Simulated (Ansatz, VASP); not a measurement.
**MnAs in VASP and in Ansatz**

The input INCAR:

```
SYSTEM = MnAs
ALGO     = Normal         ! electronic algorithm
EDIFF    = 1E-6           ! SCF threshold, eV
ENCUT    = 520            ! plane-wave cutoff, eV
GGA      = PS             ! functional
ISIF     = 2              ! what is computed and relaxed
ISMEAR   = -1             ! smearing method
ISPIN    = 2              ! spin polarisation
LASPH    = .True.         ! aspherical terms in the spheres
LCHARG   = .False.        ! write CHGCAR
LMAXMIX  = 4              ! l up to which the mixer works
LORBIT   = 11             ! projections on sites
LREAL    = .False.        ! projectors in reciprocal space
LWAVE    = .False.        ! write WAVECAR
MAGMOM   = 0 0 4 4        ! initial moments
NBANDS   = 30             ! bands
NELM     = 150            ! most SCF steps
PREC     = Accurate       ! precision mode
SIGMA    = 0.05           ! smearing width, eV
```

The input KPOINTS:

```
k-points
0
Gamma
  8 8 5
  0 0 0
```

File POSCAR:

```
MnAs
1.0
    3.7345702525      0.0000000000      0.0000000000
   -1.8672851262      3.2342327108      0.0000000000
    0.0000000000      0.0000000000      5.7286898401
As Mn
2 2
Direct
    0.6666666667      0.3333333333      0.7500000000
    0.3333333333      0.6666666667      0.2500000000
    0.0000000000      0.0000000000      0.5000000000
    0.0000000000      0.0000000000      0.0000000000
```

The input input.yaml:

```yaml
crystal:
  lattice:
    - [3.7345702525, 0.0, 0.0]
    - [-1.8672851262, 3.2342327108, 0.0]
    - [0.0, 0.0, 5.7286898401]
  atoms:
    - { symbol: As, position: [0.6666666667, 0.3333333333, 0.75] }
    - { symbol: As, position: [0.3333333333, 0.6666666667, 0.25] }
    - { symbol: Mn, position: [0.0, 0.0, 0.5], spin: 4.0 }
    - { symbol: Mn, position: [0.0, 0.0, 0.0], spin: 4.0 }
hamiltonian:
  xc: pbesol
  pseudopotentials: { kind: paw }
magnetization:
  spin_polarized: true
kpoints:
  mp_grid: { grid: [8, 8, 5] }
scf:
  occupations: { method: fermi_dirac, width: 0.05 }
output:
  forces: true
  stress: true
  eigenvalues: true
```

Alike in both runs: task single point; functional PBEsol; k mesh 8 × 8 × 5; occupations fermi-dirac, width 0.05 eV; collinear spin.

```csv
,VASP,Ansatz
version,VASP 6.6.1,Ansatz 0.2.0
potentials or method,"VASP PAW PBE potentials, release 64 (As, Mn_pv)",Ansatz PAW
plane-wave cutoff (eV),520,420
valence electrons in the cell,36,60
```

Ansatz gave:

| Property | Result |
| --- | --- |
| gap on the k mesh at the Fermi level (eV) | none |
| pressure (GPa) | -9.6 |
| traceless stress, the component that is largest in VASP (GPa) | -1.89 |
| net moment per atom (μB) | 1.59 |
| size of the moment on the site where the two differ most (μB) | 3.20 |

Which values does VASP return?

gap on the k mesh at the Fermi level (eV): none; pressure (GPa): -9.4; traceless stress, the component that is largest in VASP (GPa): -1.90; net moment per atom (μB): 1.59; size of the moment on the site where the two differ most (μB): 3.23.

VASP's potentials were made for PBE, not for PBEsol. Site moments also hang on the region over which each program counts them. A gap of «none» marks a metal or a gap that the smearing closes. VASP's potentials hold 36 valence electrons a cell and Ansatz's 60, so a difference there can come from the potentials and not from the codes.
